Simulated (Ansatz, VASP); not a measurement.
**CdBr in VASP and in Ansatz**

Contents of INCAR:

```
ALGO = Normal
EDIFF = 1E-6
ENCUT = 520
GGA = PE
ISIF = 2
ISMEAR = -1
LASPH = True
LCHARG = False
LREAL = False
LWAVE = False
NBANDS = 16
NELM = 80
PREC = Accurate
SIGMA = 0.05
```

The input KPOINTS:

```
k-points
0
Gamma
  8 8 8
```

POSCAR

```
CdBr
1.0
    0.0000000000      3.0517703347      3.0517703347
    3.0517703347      0.0000000000      3.0517703347
    3.0517703347      3.0517703347      0.0000000000
Cd Br
1 1
Direct
    0.0000000000      0.0000000000      0.0000000000
    0.5000000000      0.5000000000      0.5000000000
```

The input input.yaml:

```yaml
crystal:
  lattice:
    - [0.0, 3.0517703347, 3.0517703347]
    - [3.0517703347, 0.0, 3.0517703347]
    - [3.0517703347, 3.0517703347, 0.0]
  atoms:
    - { symbol: Cd, position: [0.0, 0.0, 0.0] }
    - { symbol: Br, position: [0.5, 0.5, 0.5] }
kpoints:
  mp_grid: { grid: [8, 8, 8] }
scf:
  occupations: { method: fermi_dirac, width: 0.05 }
hamiltonian:
  xc: pbe
  pseudopotentials: { kind: all_electron, lapw: { basis_error: 0.0005 } }
output:
  forces: true
  stress: true
  eigenvalues: true
```

Change from the starting cell: volume scaled by 0.98.

Alike in both runs: task single point; functional PBE; k mesh 8 × 8 × 8; occupations fermi-dirac, width 0.05 eV; no spin polarisation.

```csv
,VASP,Ansatz
version,VASP 6.6.1,Ansatz 0.2.0
potentials or method,"VASP PAW PBE potentials, release 64 (Cd, Br), cutoff 520 eV","all-electron LAPW, scalar-relativistic"
```

```tsv
	VASP	Ansatz	Ansatz less VASP
gap on the k mesh at the Fermi level (eV)	none	none	-
pressure (GPa)	1.9	1.8	-0.11
```

A gap of «none» marks a metal or a gap that the smearing closes. Ansatz ran all-electron here, and VASP with PAW potentials.
